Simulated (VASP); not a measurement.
AgCl, 2 atoms in the cell. Symmetry: I4/mmm, No. 139, tetragonal system. Conventional cell: a = 3.922 Å, b = 3.922 Å, c = 5.380 Å, α = 90.00°, β = 90.00°, γ = 90.00°. Within 3.5 Å of Ag (site symmetry 4/mmm) lie 6 Cl at 2.69 to 2.77 Å. Cl (site symmetry 4/mmm) has 6 Ag at 2.69 to 2.77 Å within 3.5 Å.  This cell differs from its parent crystal: strain +0.000 along x and y, -0.030 along z.

```yaml
Program: VASP 6.6.1
Task: single point
Functional: PBEsol
Potentials_or_basis: VASP PAW PBE potentials, release 64 (Ag, Cl)
Cutoff: 520 eV
k_mesh: 8 × 8 × 8
Occupations: gaussian, width 0.05 eV
Spin: no spin polarisation
Dipole_correction: no
Further_INCAR_settings: ALGO = Normal; EDIFF = 1e-06; NBANDS = 16
```

Potentials or basis: VASP PAW PBE potentials, release 64 (Ag, Cl).

The run is started by

```bash
$ cat potpaw_PBE.64/Ag/POTCAR potpaw_PBE.64/Cl/POTCAR > POTCAR
$ mpirun -np 1 vasp_std > vasp.out
```

Hardware: 1 thread of Intel(R) Xeon(R) Platinum 8488C (Sapphire Rapids), on a shared host.

Task: Estimate the wall time of this run.

Result: Wall time 21 s on 1 thread of Intel(R) Xeon(R) Platinum 8488C (Sapphire Rapids), with other jobs on the host, peak memory 0.19 GiB. Counts: scf iterations 12, k points 59.
